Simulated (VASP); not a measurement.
Write the native input for VASP 6.6.1 that does the following.

* Task: single point
* Functional: LDA
* Potentials or basis: VASP PAW LDA potentials, release 64 (Mg, F)
* Cutoff: 520 eV
* k mesh: 7 × 7 × 10
* Occupations: fermi-dirac, width 0.1 eV
* Spin: no spin polarisation
* Dipole correction: no
* k mesh for the DOS: 11 × 11 × 15
* Occupations for the DOS: tetrahedron
* Further INCAR settings: ALGO = Normal; EDIFF = 1e-06; NBANDS = 25

MgF2 (rutile type):

```
CELL_PARAMETERS angstrom
4.55612 0.00000 0.00000
0.00000 4.55612 0.00000
0.00000 0.00000 3.01203
ATOMIC_POSITIONS crystal
Mg 0.00000 0.00000 0.00000
Mg 0.50000 0.50000 0.50000
F 0.30298 0.30298 0.00000
F 0.69702 0.69702 0.00000
F 0.80298 0.19702 0.50000
F 0.19702 0.80298 0.50000
```

These files were run (other wordings do the same):

POSCAR

```
MgF2
1.0
    4.5561233870      0.0000000000      0.0000000000
    0.0000000000      4.5561233870      0.0000000000
    0.0000000000      0.0000000000      3.0120341048
Mg F
2 4
Direct
    0.0000000000      0.0000000000      0.0000000000
    0.5000000000      0.5000000000      0.5000000000
    0.3029800056      0.3029800056      0.0000000000
    0.6970199944      0.6970199944      0.0000000000
    0.8029800056      0.1970199944      0.5000000000
    0.1970199944      0.8029800056      0.5000000000
```

INCAR.step1

```
ALGO = Normal
EDIFF = 1E-6
ENCUT = 520
GGA_COMPAT = F
ISIF = 2
ISMEAR = -1
LASPH = T
LCHARG = T
LORBIT = 11
LREAL = F
LWAVE = F
NBANDS = 25
NEDOS = 2001
NELM = 120
PREC = Accurate
SIGMA = 0.1
```

KPOINTS.step1

```
k-points
0
Gamma
  7 7 10
```

INCAR.step2

```
ALGO = Normal
EDIFF = 1E-6
ENCUT = 520
GGA_COMPAT = F
ICHARG = 11
ISIF = 2
ISMEAR = -5
LASPH = T
LCHARG = F
LORBIT = 10
LREAL = F
LWAVE = F
NBANDS = 25
NEDOS = 2001
NELM = 120
PREC = Accurate
SIGMA = 0.1
```

KPOINTS.step2

```
k-points
0
Gamma
  11 11 15
```

Potentials or basis: VASP PAW LDA potentials, release 64 (Mg, F).

The run is started by

```console
$ cat potpaw_LDA.64/Mg/POTCAR potpaw_LDA.64/F/POTCAR > POTCAR
$ cp INCAR.step1 INCAR
$ cp KPOINTS.step1 KPOINTS
$ mpirun -np 1 vasp_std > vasp.out
$ cp INCAR.step2 INCAR
$ cp KPOINTS.step2 KPOINTS
$ mpirun -np 1 vasp_std > vasp.out
```

It gave:

The valence electrons inside the program's atomic spheres are Mg 0.41; F 6.14.

It took 64 s on 1 thread of Intel(R) Xeon(R) 6975P-C (Granite Rapids), on a shared host, peak memory 0.31 GiB.
